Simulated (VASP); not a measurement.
**ZnRe: single point with PBE**

ZnRe:

```
Re Zn
1.0
     2.74822    0.00000    0.00000
    -1.37411    2.38003    0.00000
     0.00000    0.00000    4.49407
Re Zn
1 1
Direct
  0.33333 0.66667 0.50000
  0.00000 0.00000 0.00000
```

```
Program             : VASP 6.6.1
Task                : single point
Functional          : PBE
Potentials or basis : VASP PAW PBE potentials, release 64 (Re, Zn)
Cutoff              : 520 eV
k mesh              : 10 × 10 × 5
Occupations         : methfessel-paxton, width 0.05 eV
Spin                : no spin polarisation
```

The pressure is -1.7 GPa and the band gap on the k mesh is zero (an odd number of electrons rules out a gap without spin polarisation).

Stress tensor (GPa, compression positive):
```
-1.55  0.00  0.00
 0.00 -1.55  0.00
 0.00  0.00 -1.96
```

Levels at points of the mesh, in eV from the Fermi level:
```tsv
k point	band 6	band 7	band 8	band 9	band 10	band 11	band 12	band 13	band 14	band 15
(0.00, 0.00, 0.00)	-6.95	-5.05	-1.57	-1.27	-1.27	1.67	1.67	4.70	14.67	17.16
(0.50, 0.00, 0.00)	-5.40	-4.00	-3.29	-1.67	0.71	4.14	4.93	6.33	6.64	9.87
```

Wall time 28 s on 1 thread of Intel Xeon 8259CL, on a shared host, peak memory 0.15 GiB.

Caveat: spin-orbit coupling is left out, which moves the levels of the heavy elements.
